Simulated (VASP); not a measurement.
Set up this calculation in VASP 6.6.1, as the native input.

- Task: relaxation of cell and atoms
- Functional: BLYP
- Dispersion: D3(BJ)
- Potentials or basis: VASP PAW PBE potentials, release 64 (Ca_sv, Se)
- Cutoff: 600 eV
- k mesh: 6 × 6 × 6
- Occupations: gaussian, width 0.01 eV
- Spin: no spin polarisation
- Dipole correction: no
- Further INCAR settings: ALGO = Normal; EDIFF = 1e-06; IBRION = 2; EDIFFG = -0.01; NSW = 80; ISIF = 3

The structure of CaSe lies in POSCAR:

```
CaSe
1.0
    0.0000000000      3.3000000000      3.3000000000
    3.3000000000      0.0000000000      3.3000000000
    3.3000000000      3.3000000000      0.0000000000
Ca Se
1 1
Direct
    0.0000000000      0.0000000000      0.0000000000
    0.7500000000      0.7500000000      0.7500000000
```

These files were run (other wordings do the same):

INCAR

```
AGGAC = 1.0
AGGAX = 1.0
ALDAC = 0.0
ALDAX = 1.0
ALGO = Normal
EDIFF = 1E-6
EDIFFG = -0.01
ENCUT = 600
GGA = B5
IBRION = 2
ISIF = 3
ISMEAR = 0
IVDW = 12
LASPH = T
LCHARG = F
LREAL = F
LWAVE = F
NELM = 80
NSW = 80
PREC = Accurate
SIGMA = 0.01
VDW_A1 = 0.4298
VDW_A2 = 4.2359
VDW_S6 = 1.0
VDW_S8 = 2.6996
```

KPOINTS

```
k-points
0
Gamma
  6 6 6
```

Potentials or basis: VASP PAW PBE potentials, release 64 (Ca_sv, Se).

The run is started by

```sh
$ cat potpaw_PBE.64/Ca_sv/POTCAR potpaw_PBE.64/Se/POTCAR > POTCAR
$ mpirun -np 1 vasp_std > vasp.out
```

It gave:

```json
{"Relaxed volume": "33.90 Å³/atom", "Relaxed cell": "a = 4.577 Å, b = 4.577 Å, c = 4.577 Å, α = 60.00°, β = 60.00°, γ = 60.00°", "Space group after relaxing (to 0.1 Å)": "F-43m (No. 216)", "Energy gained by relaxing": "12.4 meV/atom", "Ionic steps": "3", "Pressure after relaxing": "0.0 GPa", "Band gap on the k mesh": "3.44 eV (least direct gap 3.57 eV)", "Dispersion energy per atom": "-0.601 eV"}
```

Caveat: the PAW data sets were made with another functional, which shifts forces and pressure a little.

Run time: 2.6 min on 1 thread of Intel Xeon 8259CL, on a shared host, peak memory 0.25 GiB.
